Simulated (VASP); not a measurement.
# Ge (P6_3/mmc) in VASP: a series of runs

Runs on Ge. Level: PBE. Tasks: electric field gradients.

Program: VASP 6.6.1. These are calculated values, not measurements. Logs are shortened: lines on timing, memory, paths and dates and some standing lists are left out, and cuts for length are marked.

## (1) The cell of the first run

The structure is hexagonal, space group P6_3/mmc (No. 194). The conventional cell has a = 3.878 Å, b = 3.878 Å, c = 6.599 Å, α = 90.00°, β = 90.00°, γ = 120.00°. Within 3.2 Å of Ge (site symmetry 3m) lie 4 Ge at 2.39 to 2.47 Å.

This isn't the form of Ge at room conditions, which is diamond.

## (2) Electric field gradients, PBE (equal xx and yy strain of -3 %)

INCAR reads:

```
PREC = Accurate ; ENCUT = 520
EDIFF = 1E-8 ; ISMEAR = -1
SIGMA = 0.05 ; LREAL = F
LASPH = T ; NELM = 100
ALGO = Normal ; ISIF = 2
LWAVE = F ; LCHARG = F
GGA = PE ; LEFG = T
NBANDS = 36
```

KPOINTS reads:

```
Automatic mesh
0
Gamma
  11 11 6
```

POSCAR reads:

```
Ge
1.0
    3.8776582678      0.0000000000      0.0000000000
   -1.9388291339      3.3581505672      0.0000000000
    0.0000000000      0.0000000000      6.5993779500
Ge
4
Direct
    0.6666666667      0.3333333333      0.0629012500
    0.3333333333      0.6666666667      0.5629012500
    0.6666666667      0.3333333333      0.4370987500
    0.3333333333      0.6666666667      0.9370987500
```

Potentials or basis: VASP PAW PBE potentials, release 64 (Ge_d).

Command:

```
> cat potpaw_PBE.64/Ge_d/POTCAR > POTCAR
> mpirun -np 1 vasp_std > vasp.out
```

OUTCAR:

```text
PREC = Accurate
   ENCUT = 520
   EDIFF = 1E-8
   ISMEAR = -1
   LREAL = F
   LASPH = T
   NELM = 100
   ISIF = 2
   GGA = PE

 ion  position               nearest neighbor table
   1  0.667  0.333  0.063-   4 2.39   4 2.39   4 2.39   3 2.47
   2  0.333  0.667  0.563-   3 2.39   3 2.39   3 2.39   4 2.47
   3  0.667  0.333  0.437-   2 2.39   2 2.39   2 2.39   1 2.47
   4  0.333  0.667  0.937-   1 2.39   1 2.39   1 2.39   2 2.47

  LATTYP: Found a hexagonal cell.
 ALAT       =     3.8776582678
 C/A-ratio  =     1.7018977677

  Lattice vectors:

 A1 = (   3.8776582678,   0.0000000000,   0.0000000000)
 A2 = (  -1.9388291339,   3.3581505672,   0.0000000000)
 A3 = (   0.0000000000,   0.0000000000,   6.5993779500)

Analysis of symmetry for initial positions (statically):
=====================================================================
 Subroutine PRICEL returns:
 Original cell was already a primitive cell.

 Routine SETGRP: Setting up the symmetry group for a
 hexagonal supercell.

 Subroutine GETGRP returns: Found 24 space group operations
 (whereof 12 operations were pure point group operations)
 out of a pool of 24 trial point group operations.

The static configuration has the point symmetry D_3d.
 The point group associated with its full space group is D_6h.

Analysis of symmetry for dynamics (positions and initial velocities):
=====================================================================
 Subroutine PRICEL returns:
 Original cell was already a primitive cell.

 Routine SETGRP: Setting up the symmetry group for a
 hexagonal supercell.

 Subroutine GETGRP returns: Found 24 space group operations
 (whereof 12 operations were pure point group operations)
 out of a pool of 24 trial point group operations.

The dynamic configuration has the point symmetry D_3d.
 The point group associated with its full space group is D_6h.

 Subroutine INISYM returns: Found 24 space group operations
 (whereof 12 operations are pure point group operations),
 and found     1 'primitive' translations

----------------------------------------------------------------------------------------
[... 141 lines left out ...]
  free energy    TOTEN  =       -17.75327072 eV

  energy without entropy =      -17.75238818  energy(sigma->0) =      -17.75282945

 E-fermi :   5.7269     XC(G=0): -10.1746

 val. band max:        5.7123448942   @ k =   0.0000   0.0000   0.0000
 cond. band min:       5.8623371319   @ k =   0.4545   0.0000   0.3333
 fundamental gap:      0.1499922377
 Fermi energy:         5.7269322708

 k-point     1 :       0.0000    0.0000    0.0000
  band No.  band energies     occupation
      1     -19.4375      2.00000
      2     -19.4375      2.00000
      3     -19.3988      2.00000
      4     -19.3988      2.00000
      5     -19.3613      2.00000
      6     -19.3560      2.00000
[... 925 lines left out ...]
     35      11.7340      0.00000
     36      12.5245      0.00000

 [... further k-points ...]

------------------------ aborting loop because EDIFF is reached ----------------------------------------

  FORCE on cell =-STRESS in cart. coord.  units (eV):
  Direction    XX          YY          ZZ          XY          YZ          ZX
  --------------------------------------------------------------------------------------
  -------------------------------------------------------------------------------------
  Total        5.4546123      5.4546123      2.0321196      0.0000000     -0.0000000     -0.0000000
  in kB      101.6955090    101.6955090     37.8867316      0.0000000     -0.0000000     -0.0000000
  external PRESSURE =      80.4259165 kB  Pullay stress =       0.0000000 kB

 VOLUME and BASIS-vectors are now :
 -----------------------------------------------------------------------------
  energy-cutoff  :      520.00
  volume of cell :       85.94
      direct lattice vectors                 reciprocal lattice vectors
     3.877658268  0.000000000  0.000000000     0.257887604  0.148891478  0.000000000
    -1.938829134  3.358150567  0.000000000     0.000000000  0.297782955  0.000000000
     0.000000000  0.000000000  6.599377950     0.000000000  0.000000000  0.151529433

 POSITION                                       TOTAL-FORCE (eV/Angst)
 -----------------------------------------------------------------------------------
      1.93883      1.11938      0.41511         0.000000     -0.000000      0.380047
     -0.00000      2.23877      3.71480        -0.000000      0.000000      0.380047
      1.93883      1.11938      2.88458         0.000000     -0.000000     -0.380047
     -0.00000      2.23877      6.18427        -0.000000      0.000000     -0.380047
 -----------------------------------------------------------------------------------
    total drift:                               -0.000000      0.000000      0.000000

  FREE ENERGIE OF THE ION-ELECTRON SYSTEM (eV)
  ---------------------------------------------------
  free  energy   TOTEN  =       -17.7532707230 eV

  energy  without entropy=      -17.7523881835  energy(sigma->0) =      -17.75282945

 Electric field gradients (V/A^2)
---------------------------------------------------------------------
 ion       V_xx      V_yy      V_zz      V_xy      V_xz      V_yz
---------------------------------------------------------------------
   1     -14.809   -14.804    29.612     0.004    -0.000     0.000
   2     -14.809   -14.804    29.612     0.004     0.000    -0.000
   3     -14.809   -14.804    29.612     0.004     0.000    -0.000
   4     -14.809   -14.804    29.612     0.004    -0.000     0.000
---------------------------------------------------------------------

 Electric field gradients after diagonalization (V/A^2)
 (convention: |V_zz| > |V_xx| > |V_yy|)
----------------------------------------------------------------------
 ion       V_xx      V_yy      V_zz     asymmetry (V_yy - V_xx)/ V_zz
----------------------------------------------------------------------
   1     -14.811   -14.801    29.612       0.000
   2     -14.811   -14.801    29.612       0.000
   3     -14.811   -14.801    29.612       0.000
   4     -14.811   -14.801    29.612       0.000
----------------------------------------------------------------------

           NMR quadrupolar parameters

 Cq : quadrupolar parameter    Cq=e*Q*V_zz/h
 eta: asymmetry parameters     (V_yy - V_xx)/ V_zz
 Q  : nuclear electric quadrupole moment in mb (millibarn)
----------------------------------------------------------------------
 ion       Cq(MHz)       eta       Q (mb)
----------------------------------------------------------------------
   1       0.072       0.000       1.000
   2       0.072       0.000       1.000
   3       0.072       0.000       1.000
   4       0.072       0.000       1.000
----------------------------------------------------------------------
```

OSZICAR:

```text
N       E                     dE             d eps       ncg     rms          rms(c)
DAV:   1     0.488114161030E+03    0.48811E+03   -0.28187E+04  5368   0.436E+03
DAV:   2     0.658328637144E+02   -0.42228E+03   -0.41131E+03  4608   0.789E+02
DAV:   3    -0.135248865474E+02   -0.79358E+02   -0.78290E+02  4996   0.205E+02
DAV:   4    -0.178833768560E+02   -0.43585E+01   -0.43426E+01  5376   0.566E+01
DAV:   5    -0.179710131081E+02   -0.87636E-01   -0.87598E-01  5172   0.883E+00    0.490E+00
DAV:   6    -0.178247408103E+02    0.14627E+00   -0.72994E-02  5164   0.195E+00    0.289E+00
DAV:   7    -0.177490560189E+02    0.75685E-01   -0.13612E-01  5180   0.241E+00    0.212E-01
DAV:   8    -0.177524668050E+02   -0.34108E-02   -0.15012E-02  5136   0.105E+00    0.979E-02
DAV:   9    -0.177531775884E+02   -0.71078E-03   -0.88849E-04  5072   0.153E-01    0.396E-02
DAV:  10    -0.177532528177E+02   -0.75229E-04   -0.79327E-05  5372   0.646E-02    0.126E-02
DAV:  11    -0.177532693006E+02   -0.16483E-04   -0.33623E-05  5072   0.265E-02    0.308E-03
DAV:  12    -0.177532705334E+02   -0.12329E-05   -0.18263E-06  5352   0.112E-02    0.120E-03
DAV:  13    -0.177532707795E+02   -0.24609E-06   -0.24564E-07  4988   0.296E-03    0.312E-04
DAV:  14    -0.177532707450E+02    0.34524E-07   -0.10564E-08  3996   0.697E-04    0.126E-04
DAV:  15    -0.177532707221E+02    0.22932E-07   -0.30497E-09  3132   0.601E-04    0.449E-05
DAV:  16    -0.177532707230E+02   -0.94224E-09   -0.40335E-10  2700   0.188E-04
   1 F= -.17753271E+02 E0= -.17752829E+02  d E =-.882540E-03
```

stdout:

```text
POSCAR found type information on POSCAR Ge
 POSCAR found :  1 types and       4 ions
 scaLAPACK will be used
 LDA part: xc-table for (Slater+PW92), standard interpolation
 POSCAR, INCAR and KPOINTS ok, starting setup
 FFT: planning ... GRIDC
 FFT: planning ... GRID_SOFT
 FFT: planning ... GRID
 WAVECAR not read
 entering main loop
ion   1

ion   2

ion   3

ion   4
```

Run time: 2.4 min. Hardware: 1 thread of Intel Xeon Platinum 8488C (Sapphire Rapids), shared host; peak memory 0.27 GiB.

What came out:

```yaml
Free_energy: -17.7533 eV
Pressure: 8.0 GPa
Largest_force: 0.380 eV/Å
Band_gap_on_the_k_mesh: 0.15 eV (least direct gap 0.25 eV)
Largest_electric_field_gradient_by_atom: Ge +29.6 V/Å²
```

Forces in eV/Å, atoms in the order of the input:
```
Ge   0.000  0.000  0.380
Ge   0.000  0.000  0.380
Ge   0.000  0.000 -0.380
Ge   0.000  0.000 -0.380
```

Electric field gradients, principal values (V/Å²):
| atom | least | middle | greatest (by size) |
| --- | --- | --- | --- |
| 1 Ge | -14.801 | -14.811 | 29.612 |
| 2 Ge | -14.801 | -14.811 | 29.612 |
| 3 Ge | -14.801 | -14.811 | 29.612 |
| 4 Ge | -14.801 | -14.811 | 29.612 |

Caveat: the cell differs from its parent crystal (equal xx and yy strain of -3 %); the cell stands under pressure; without QUAD_EFG the Cq values of the log hold for a quadrupole moment of 1 mb, not for the nuclei; an odd mesh through Γ misses points on the zone boundary, where band edges can lie.

## (3) Electric field gradients, PBE (21.46 Å³/atom)

INCAR reads:

```
ALGO = Normal
EDIFF = 1E-8
ENCUT = 520
GGA = PE
ISIF = 2
ISMEAR = -1
LASPH = T
LCHARG = F
LEFG = T
LREAL = F
LWAVE = F
NBANDS = 36
NELM = 80
PREC = Accurate
SIGMA = 0.05
```

KPOINTS reads:

```
k-points
0
Gamma
  11 11 6
```

POSCAR reads:

```
Ge
1.0
    3.9159795603      0.0000000000      0.0000000000
   -1.9579897802      3.3913377800      0.0000000000
    0.0000000000      0.0000000000      6.4646589660
Ge
4
Direct
    0.6666666667      0.3333333333      0.0629012500
    0.3333333333      0.6666666667      0.5629012500
    0.6666666667      0.3333333333      0.4370987500
    0.3333333333      0.6666666667      0.9370987500
```

Potentials or basis: VASP PAW PBE potentials, release 64 (Ge_d).

Command:

```
> cat potpaw_PBE.64/Ge_d/POTCAR > POTCAR
> mpirun -np 1 vasp_std > vasp.out
```

OUTCAR:

```text
EDIFF = 1E-8
   ENCUT = 520
   GGA = PE
   ISIF = 2
   ISMEAR = -1
   LASPH = T
   LREAL = F
   NELM = 80
   PREC = Accurate

 ion  position               nearest neighbor table
   1  0.667  0.333  0.063-   4 2.40   4 2.40   4 2.40   3 2.42
   2  0.333  0.667  0.563-   3 2.40   3 2.40   3 2.40   4 2.42
   3  0.667  0.333  0.437-   2 2.40   2 2.40   2 2.40   1 2.42
   4  0.333  0.667  0.937-   1 2.40   1 2.40   1 2.40   2 2.42

  LATTYP: Found a hexagonal cell.
 ALAT       =     3.9159795603
 C/A-ratio  =     1.6508408347

  Lattice vectors:
[... 1166 lines left out ...]
 ion       V_xx      V_yy      V_zz      V_xy      V_xz      V_yz
---------------------------------------------------------------------
   1      -4.474    -4.471     8.945     0.003     0.000    -0.000
   2      -4.474    -4.471     8.945     0.003    -0.000     0.000
   3      -4.474    -4.471     8.945     0.003    -0.000     0.000
   4      -4.474    -4.471     8.945     0.003     0.000    -0.000
---------------------------------------------------------------------

 Electric field gradients after diagonalization (V/A^2)
 (convention: |V_zz| > |V_xx| > |V_yy|)
----------------------------------------------------------------------
 ion       V_xx      V_yy      V_zz     asymmetry (V_yy - V_xx)/ V_zz
----------------------------------------------------------------------
   1      -4.475    -4.469     8.945       0.001
   2      -4.475    -4.469     8.945       0.001
   3      -4.475    -4.469     8.945       0.001
   4      -4.475    -4.469     8.945       0.001
----------------------------------------------------------------------

           NMR quadrupolar parameters

 Cq : quadrupolar parameter    Cq=e*Q*V_zz/h
 eta: asymmetry parameters     (V_yy - V_xx)/ V_zz
 Q  : nuclear electric quadrupole moment in mb (millibarn)
----------------------------------------------------------------------
 ion       Cq(MHz)       eta       Q (mb)
----------------------------------------------------------------------
   1       0.022       0.001       1.000
   2       0.022       0.001       1.000
   3       0.022       0.001       1.000
   4       0.022       0.001       1.000
----------------------------------------------------------------------
```

OSZICAR:

```text
N       E                     dE             d eps       ncg     rms          rms(c)
DAV:   1     0.479032251221E+03    0.47903E+03   -0.28277E+04  5568   0.435E+03
DAV:   2     0.637579695470E+02   -0.41527E+03   -0.40469E+03  4608   0.786E+02
DAV:   3    -0.137688899720E+02   -0.77527E+02   -0.76645E+02  4960   0.204E+02
DAV:   4    -0.179169946676E+02   -0.41481E+01   -0.41304E+01  5404   0.552E+01
DAV:   5    -0.179989122436E+02   -0.81918E-01   -0.81891E-01  5152   0.850E+00    0.489E+00
DAV:   6    -0.178555408348E+02    0.14337E+00   -0.69387E-02  5104   0.188E+00    0.288E+00
DAV:   7    -0.177799544918E+02    0.75586E-01   -0.12307E-01  5056   0.228E+00    0.201E-01
DAV:   8    -0.177834845282E+02   -0.35300E-02   -0.12836E-02  5132   0.938E-01    0.859E-02
DAV:   9    -0.177842363170E+02   -0.75179E-03   -0.84798E-04  5012   0.131E-01    0.210E-02
DAV:  10    -0.177842596184E+02   -0.23301E-04   -0.43943E-05  5608   0.671E-02    0.853E-03
DAV:  11    -0.177842694286E+02   -0.98102E-05   -0.21407E-05  5080   0.229E-02    0.308E-03
DAV:  12    -0.177842701689E+02   -0.74030E-06   -0.11565E-06  5136   0.105E-02    0.103E-03
DAV:  13    -0.177842703081E+02   -0.13921E-06   -0.17533E-07  4764   0.214E-03    0.357E-04
DAV:  14    -0.177842702982E+02    0.99299E-08   -0.20617E-08  4364   0.139E-03
   1 F= -.17784270E+02 E0= -.17783897E+02  d E =-.747485E-03
```

It took 2.4 min on 1 thread of Intel Xeon Platinum 8259CL at 2.50GHz (Skylake/Cascade Lake), shared host; peak memory 0.28 GiB.

Results:

| Property | Result |
| --- | --- |
| Free energy | -17.7843 eV |
| Pressure | 8.0 GPa |
| Largest force | 0.031 eV/Å |
| Band gap on the k mesh | zero (filled and empty bands touch) |
| Largest electric field gradient by atom | Ge +8.9 V/Å² |

Forces on the atoms (eV/Å):
```
Ge   0.000  0.000  0.031
Ge   0.000  0.000  0.031
Ge   0.000  0.000 -0.031
Ge   0.000  0.000 -0.031
```

Levels at points of the mesh, in eV from the Fermi level:
```csv
k point,band 24,band 25,band 26,band 27,band 28,band 29,band 30,band 31,band 32,band 33
"(0.00, 0.00, 0.00)",-1.71,-1.71,-0.30,-0.03,0.01,0.01,0.46,2.14,2.14,2.69
"(0.00, 0.00, 0.50)",-5.03,-1.04,-1.04,-1.04,-1.04,0.78,0.78,3.30,3.30,3.30
```

Electric field gradients, principal values (V/Å²):
```csv
atom,least,middle,greatest (by size)
1 Ge,-4.469,-4.475,8.945
2 Ge,-4.469,-4.475,8.945
3 Ge,-4.469,-4.475,8.945
4 Ge,-4.469,-4.475,8.945
```

Caveat: the cell stands under pressure; semilocal functionals underestimate gaps, so a narrow gap can read as zero; without QUAD_EFG the Cq values of the log hold for a quadrupole moment of 1 mb, not for the nuclei.
